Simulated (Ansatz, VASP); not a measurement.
## Two plane-wave programs on Ta

```
Ta
1.0
     3.31879    0.00000    0.00000
     0.00000    3.31879    0.00000
     1.65939   -1.65939    1.65939
Ta
1
Direct
  0.00000 0.00000 0.00000
```

Alike in both runs: task single point; functional PBE; k mesh 10 × 10 × 20; occupations gaussian, width 0.1 eV; no spin polarisation.

|  | VASP | Ansatz |
| --- | --- | --- |
| version | VASP 6.6.1 | Ansatz 0.2.0 |
| potentials or method | VASP PAW PBE potentials, release 64 (Ta_pv), cutoff 520 eV | scalar-relativistic, plane waves, PAW |
| valence electrons in the cell | 11 | 13 |

|  | VASP | Ansatz | Ansatz less VASP |
| --- | --- | --- | --- |
| gap on the k mesh at the Fermi level (eV) | none | none | - |
| pressure (GPa) | 0.5 | 0.4 | -0.10 |

A gap of «none» marks a metal or a gap that the smearing closes. The functional is the same, so the differences come from potentials, cutoffs and numerics. VASP's potentials hold 11 valence electrons a cell and Ansatz's 13, so a difference there can come from the potentials and not from the codes.

Spin-orbit coupling is off throughout.
